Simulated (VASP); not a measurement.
# B32HN32 (a cell with a defect) in VASP: a series of runs

Aim: see how the results for B32HN32 (a cell with a defect) move with the level of theory and the settings. Levels: PBEsol, HSE06. Tasks: single point.

All numbers are computed with VASP 6.6.1; they aren't measurements. Logs are shortened: lines on timing, memory, paths and dates and some standing lists are left out, and cuts for length are marked.

## (1) The cell of the first run

The cell holds a defect, 65 atoms: a = 7.212 Å, b = 7.212 Å, c = 7.212 Å, α = 90.00°, β = 90.00°, γ = 90.00°.

## (2) Single point, PBEsol

The input, INCAR:

```
SYSTEM = B32HN32
PREC = Accurate
ENCUT = 520
EDIFF = 1E-6
ISMEAR = -1
SIGMA = 0.05
LREAL = Auto
LASPH = .True.
NELM = 120
ALGO = Normal
ISIF = 2
LWAVE = .False.
LCHARG = .True.
GGA = PS
LELF = .True.
LVHAR = .True.
NELECT = 256.0
ISYM = -1
NBANDS = 166
GGA_COMPAT = .False.
```

The input, KPOINTS:

```
explicit points
1
Reciprocal
  0.25000000   0.25000000   0.25000000 1
```

The input, POSCAR:

```
B32HN32
1.0
    7.2115910000      0.0000000000      0.0000000000
    0.0000000000      7.2115910000      0.0000000000
    0.0000000000      0.0000000000      7.2115910000
B N H
32 32 1
Direct
    0.9984750000      0.0002290000      0.0017690000
    0.9996680000      0.9991550000      0.5028020000
    0.9973690000      0.5007310000      0.0011060000
    0.9982580000      0.5000340000      0.5021030000
    0.4976880000      0.9976340000      0.0015000000
    0.5002730000      0.9954410000      0.5061930000
    0.4978890000      0.5081680000      0.9924700000
    0.4970420000      0.4999020000      0.5043180000
    0.2468290000      0.2473680000      0.0003260000
    0.2485600000      0.2511970000      0.5028220000
    0.2470190000      0.7517820000      0.0005060000
    0.2478940000      0.7500680000      0.5023240000
    0.7493420000      0.2511660000      0.0020350000
    0.7532310000      0.2464930000      0.5067160000
    0.7488320000      0.7500450000      0.0013890000
    0.7489960000      0.7487420000      0.5025040000
    0.2480060000      0.9976420000      0.2511610000
    0.2482940000      0.0002390000      0.7519770000
    0.2389840000      0.5081840000      0.2514100000
    0.2476210000      0.5007350000      0.7508500000
    0.7527100000      0.9954230000      0.2537420000
    0.7493120000      0.9991420000      0.7531540000
    0.7508270000      0.4998900000      0.2505360000
    0.7485990000      0.5000170000      0.7517730000
    0.9990800000      0.2497060000      0.2521470000
    0.9990250000      0.2498570000      0.7525100000
    0.9970120000      0.7511480000      0.2517880000
    0.9981920000      0.7500760000      0.7516900000
    0.5222640000      0.2171680000      0.2757420000
    0.4986520000      0.2496990000      0.7525740000
    0.4983150000      0.7497870000      0.2518090000
    0.4983120000      0.7511430000      0.7505100000
    0.1248540000      0.1253920000      0.1279030000
    0.1245350000      0.1257050000      0.6271350000
    0.1197060000      0.6290060000      0.1262570000
    0.1232450000      0.6252160000      0.6267420000
    0.6255270000      0.1219830000      0.1282220000
    0.6245910000      0.1240720000      0.6287760000
    0.6231350000      0.6249650000      0.1264970000
    0.6235200000      0.6244900000      0.6267050000
    0.3621570000      0.3923940000      0.1156510000
    0.3737000000      0.3749630000      0.6274070000
    0.3735300000      0.8746020000      0.1270330000
    0.3737150000      0.8752270000      0.6273960000
    0.8739090000      0.3749590000      0.1272120000
    0.8744030000      0.3750560000      0.6279040000
    0.8739020000      0.8752180000      0.1272290000
    0.8739660000      0.8748510000      0.6274770000
    0.3747300000      0.1220090000      0.3790150000
    0.3744120000      0.1253900000      0.8783460000
    0.3730020000      0.6249680000      0.3766410000
    0.3727510000      0.6290160000      0.8731830000
    0.8752800000      0.1240760000      0.3780930000
    0.8736330000      0.1256950000      0.8780410000
    0.8732070000      0.6244820000      0.3770300000
    0.8732450000      0.6252090000      0.8767580000
    0.1238390000      0.3756810000      0.3763300000
    0.1238880000      0.3756210000      0.8773910000
    0.1239170000      0.8750040000      0.3773390000
    0.1232120000      0.8762890000      0.8767250000
    0.6255860000      0.3718020000      0.3790920000
    0.6228280000      0.3756770000      0.8773250000
    0.6244760000      0.8735850000      0.3779770000
    0.6238390000      0.8749990000      0.8774280000
    0.4643980000      0.3925490000      0.2177570000
```

Potentials or basis: VASP PAW PBE potentials, release 64 (B, N, H).

The run is started by

```console
$ cat potpaw_PBE.64/B/POTCAR potpaw_PBE.64/N/POTCAR potpaw_PBE.64/H/POTCAR > POTCAR
$ mpirun -np 1 vasp_std > vasp.out
```

OUTCAR:

```text
SYSTEM = B32HN32
   PREC = Accurate
   ENCUT = 520
   EDIFF = 1E-6
   ISMEAR = -1
   LREAL = Auto
   LASPH = .True.
   NELM = 120
   ISIF = 2
   GGA = PS
   NELECT = 256.0
   ISYM = -1

 ion  position               nearest neighbor table
   1  0.998  0.000  0.002-  60 1.56  54 1.56  47 1.56  33 1.57
   2  1.000  0.999  0.503-  59 1.56  53 1.56  48 1.56  34 1.56
   3  0.997  0.501  0.001-  56 1.55  45 1.56  58 1.56  35 1.56
   4  0.998  0.500  0.502-  55 1.56  46 1.56  36 1.56  57 1.56
   5  0.498  0.998  0.002-  43 1.55  64 1.55  50 1.56  37 1.58
   6  0.500  0.995  0.506-  44 1.53  63 1.56  38 1.56  49 1.58
[... 56 lines left out ...]
  63  0.624  0.874  0.378-  16 1.56   6 1.56  21 1.56  31 1.57
  64  0.624  0.875  0.877-   5 1.55  22 1.56  15 1.56  32 1.57
  65  0.464  0.393  0.218-  41 1.04  29 1.40

IMPORTANT INFORMATION: All symmetrisations will be switched off!
NOSYMM: (Re-)initialisation of all symmetry stuff for point group C_1.

----------------------------------------------------------------------------------------

                                     Primitive cell

  volume of cell :     375.0535

  direct lattice vectors                    reciprocal lattice vectors
     7.211591000  0.000000000  0.000000000     0.138665656  0.000000000  0.000000000
     0.000000000  7.211591000  0.000000000     0.000000000  0.138665656  0.000000000
     0.000000000  0.000000000  7.211591000     0.000000000  0.000000000  0.138665656

  length of vectors
     7.211591000  7.211591000  7.211591000     0.138665656  0.138665656  0.138665656

  position of ions in fractional coordinates (direct lattice)
     0.998475000  0.000229000  0.001769000
     0.999668000  0.999155000  0.502802000
     0.997369000  0.500731000  0.001106000
     0.998258000  0.500034000  0.502103000
     0.497688000  0.997634000  0.001500000
     0.500273000  0.995441000  0.506193000
[... 57 lines left out ...]
     0.623839000  0.874999000  0.877428000
     0.464398000  0.392549000  0.217757000

  ion indices of the primitive-cell ions
   primitive index   ion index
                 1           1
                 2           2
                 3           3
                 4           4
                 5           5
                 6           6
[... 57 lines left out ...]
                64          64
                65          65

----------------------------------------------------------------------------------------

 KPOINTS: explicit points

Read explicit list of k-points.

 Found      1 k-points:

 Following reciprocal coordinates:
            Coordinates               Weight
  0.250000  0.250000  0.250000      1.000000
   k-points           NKPTS =      1   k-points in BZ     NKDIM =      1   number of bands    NBANDS=    166
   number of dos      NEDOS =    301   number of ions     NIONS =     65
   total plane-waves  NPLWV = 157464
   dimension x,y,z NGX =    54 NGY =   54 NGZ =   54
   dimension x,y,z NGXF=   108 NGYF=  108 NGZF=  108
   ions per type =              32  32   1
   NGX,Y,Z   is equivalent  to a cutoff of  12.45, 12.45, 12.45 a.u.
   NGXF,Y,Z  is equivalent  to a cutoff of  24.90, 24.90, 24.90 a.u.
 SYSTEM =  B32HN32
   PREC   = accura    normal or accurate (medium, high low for compatibility)
   ISTART =      0    job   : 0-new  1-cont  2-samecut
   ICHARG =      2    charge: 1-file 2-atom 10-const
   ISPIN  =      1    spin polarized calculation?
   LNONCOLLINEAR =      F non collinear calculations
   LSORBIT =      F    spin-orbit coupling
   LASPH  =      T    aspherical Exc in radial PAW
   ENCUT  =  520.0 eV  38.22 Ry    6.18 a.u.  13.41 13.41 13.41*2*pi/ulx,y,z
   NELM   =    120;   NELMIN=  2; NELMDL= -5     # of ELM steps
   EDIFF  = 0.1E-05   stopping-criterion for ELM
   LREAL  =      T    real-space projection
   EDIFFG = 0.1E-04   stopping-criterion for IOM
   NSW    =      0    number of steps for IOM
   IBRION =     -1    ionic relax: 0-MD 1-quasi-New 2-CG
   NFREE  =      0    steps in history (QN), initial steepest desc. (CG)
   ISIF   =      2    stress and relaxation
   ISYM   =     -1    0-nonsym 1-usesym 2-fastsym
   POTIM  = 0.5000    time-step for ionic-motion
   TEBEG  =    0.0;   TEEND  =   0.0 temperature during run
   PSTRESS=    0.0 pullay stress
   NELECT =     256.0000    total number of electrons
   NUPDOWN=      -1.0000    fix difference up-down
   EMIN   =  10.00;   EMAX   =-10.00  energy-range for DOS
   EFERMI =   0.00;   METHOD = LEGACY
   ISMEAR =    -1;   SIGMA  =   0.05  broadening in eV -4-tet -1-fermi 0-gaus
   EFERMI_NEDOS =   21; number of points for ismear=-14 and -15
   IALGO  =     38    algorithm
   IMIX   =      4    mixing-type and parameters
     AMIX     =   0.40;   BMIX     =  1.00
     AMIX_MAG =   1.60;   BMIX_MAG =  1.00
  volume/ion in A,a.u.               =       5.77        38.94
  Fermi-wavevector in a.u.,A,eV,Ry     =   1.441420  2.723888 28.268692  2.077690
  Thomas-Fermi vector in A             =   2.560054
   LORBIT       =      0    0 simple, 1 ext, 2 COOP (PROOUT), +10 PAW based schemes
   GGA     = PS    functional components
   LHFCALC =     F    Hartree Fock is set to
   AEXX    =    0.0000 exact exchange contribution
   IVDW    =     0    specifies the selected vdW correction
   LEPSILON=     F    determine dielectric tensor
   LRPA    =     F    only Hartree local field effects (RPA)
 non-spin polarized calculation
  energy-cutoff  :      520.00
  volume of cell :      375.05
 maximum number of plane-waves:     10107
 NGX is ok and might be reduce to    54
   NGX = 27   NGY = 27   NGZ = 27

 number of electron     256.0000038 magnetization

 Free energy of the ion-electron system (eV)
  ---------------------------------------------------
  ext. energy  EPLUGINS =         0.00000000
  ---------------------------------------------------
  free energy    TOTEN  =      -596.24321832 eV

  energy without entropy =     -596.24321832  energy(sigma->0) =     -596.24321832

 E-fermi :   8.3041     XC(G=0): -13.0514

 val. band max:        7.0940124022   @ k =   0.2500   0.2500   0.2500
 cond. band min:      11.6947017870   @ k =   0.2500   0.2500   0.2500
 fundamental gap:      4.6006893848
 Fermi energy:         8.3040778178

 k-point     1 :       0.2500    0.2500    0.2500
  band No.  band energies     occupation
      1     -12.6615      2.00000
      2     -11.7800      2.00000
      3     -11.5648      2.00000
      4     -11.4587      2.00000
      5     -10.7341      2.00000
      6     -10.5857      2.00000
[... 132 lines left out ...]
    139      15.6576      0.00000
    140      15.7199      0.00000
 [bands above 140 left out]

------------------------ aborting loop because EDIFF is reached ----------------------------------------

  FORCE on cell =-STRESS in cart. coord.  units (eV):
  Direction    XX          YY          ZZ          XY          YZ          ZX
  --------------------------------------------------------------------------------------
  -------------------------------------------------------------------------------------
  Total       -3.5019151     -0.2520992     -3.4907400     -7.6732593     -7.6633576     -0.8544998
  in kB      -14.9597016     -1.0769333    -14.9119632    -32.7791125    -32.7368139     -3.6503060
  external PRESSURE =     -10.3161994 kB  Pullay stress =       0.0000000 kB

 VOLUME and BASIS-vectors are now :
 -----------------------------------------------------------------------------
  energy-cutoff  :      520.00
  volume of cell :      375.05
      direct lattice vectors                 reciprocal lattice vectors
     7.211591000  0.000000000  0.000000000     0.138665656  0.000000000  0.000000000
     0.000000000  7.211591000  0.000000000     0.000000000  0.138665656  0.000000000
     0.000000000  0.000000000  7.211591000     0.000000000  0.000000000  0.138665656

 POSITION                                       TOTAL-FORCE (eV/Angst)
 -----------------------------------------------------------------------------------
      7.20059      0.00165      0.01276        -0.005468     -0.002430      0.003282
      7.20920      7.20550      3.62600        -0.000037     -0.009689      0.003479
      7.19262      3.61107      0.00798        -0.005034     -0.003936      0.002039
      7.19903      3.60604      3.62096         0.000083     -0.002018      0.001337
      3.58912      7.19453      0.01082        -0.002061      0.004322     -0.001009
      3.60776      7.17871      3.65046         0.002744     -0.005273      0.001600
[... 57 lines left out ...]
      4.49887      6.31013      6.32765         0.001982     -0.001399     -0.004229
      3.34905      2.83090      1.57037         0.026978      0.007344      0.028734
 -----------------------------------------------------------------------------------
    total drift:                                0.000892     -0.002738      0.004897

  FREE ENERGIE OF THE ION-ELECTRON SYSTEM (eV)
  ---------------------------------------------------
  free  energy   TOTEN  =      -596.2432183167 eV

  energy  without entropy=     -596.2432183166  energy(sigma->0) =     -596.24321832
```

It took 69 s on 1 thread of Intel Xeon 6975P-C (Granite Rapids), shared host; peak memory 0.4 GiB.

Results:

```yaml
Free_energy: -596.2432 eV
Largest_force: 0.040 eV/Å
```

Forces on the atoms (eV/Å):
```
B   -0.005 -0.002  0.003
B    0.000 -0.010  0.003
B   -0.005 -0.004  0.002
B    0.000 -0.002  0.001
B   -0.002  0.004 -0.001
B    0.003 -0.005  0.002
B    0.002 -0.004 -0.005
B    0.004 -0.001 -0.002
B   -0.003  0.026 -0.004
B   -0.003 -0.003 -0.010
B    0.002 -0.004  0.004
B   -0.005 -0.004  0.001
B   -0.012  0.001  0.001
B    0.002 -0.001  0.004
B    0.000  0.000 -0.002
B    0.003 -0.005  0.002
B   -0.003  0.005  0.005
B   -0.003 -0.004 -0.006
B   -0.003 -0.009  0.000
B   -0.004 -0.005 -0.002
B   -0.003 -0.002  0.011
B   -0.001 -0.008  0.002
B   -0.003  0.000  0.007
B    0.001  0.001 -0.002
B   -0.001 -0.003 -0.002
B   -0.010 -0.007 -0.008
B   -0.004 -0.001  0.013
B    0.001 -0.006  0.001
B    0.005  0.004  0.009
B   -0.003 -0.002 -0.002
B   -0.003 -0.001 -0.002
B    0.006  0.002 -0.006
N    0.002 -0.002  0.005
N    0.002  0.002  0.006
N   -0.005  0.008 -0.009
N    0.002  0.001  0.004
N    0.001 -0.004 -0.026
N   -0.003  0.008 -0.003
N    0.005  0.002  0.002
N    0.001  0.002  0.003
N   -0.009 -0.035 -0.007
N    0.004  0.001  0.007
N    0.004  0.003  0.000
N    0.000  0.004  0.003
N    0.009  0.000 -0.002
N    0.004  0.000  0.003
N    0.004  0.003 -0.008
N    0.001  0.006 -0.003
N   -0.024 -0.006 -0.001
N    0.007 -0.002  0.004
N    0.002  0.004  0.004
N   -0.007  0.006 -0.002
N   -0.002  0.007 -0.007
N    0.008  0.003 -0.004
N    0.002  0.005 -0.003
N    0.004  0.001 -0.002
N    0.000  0.002  0.005
N    0.005  0.002  0.002
N    0.000  0.000 -0.002
N    0.003  0.001 -0.002
N   -0.004  0.016 -0.008
N    0.005  0.000  0.003
N   -0.001  0.007 -0.004
N    0.002 -0.001 -0.004
H    0.027  0.007  0.029
```

Caveat: the cell carries a net charge on a neutralising background, which shifts energy and pressure; the cell is charged against a uniform background, so pressure and absolute levels hang on convention; the PAW data sets were made with another functional, which shifts forces and pressure a little.

(Continued in part 2 of 2.)
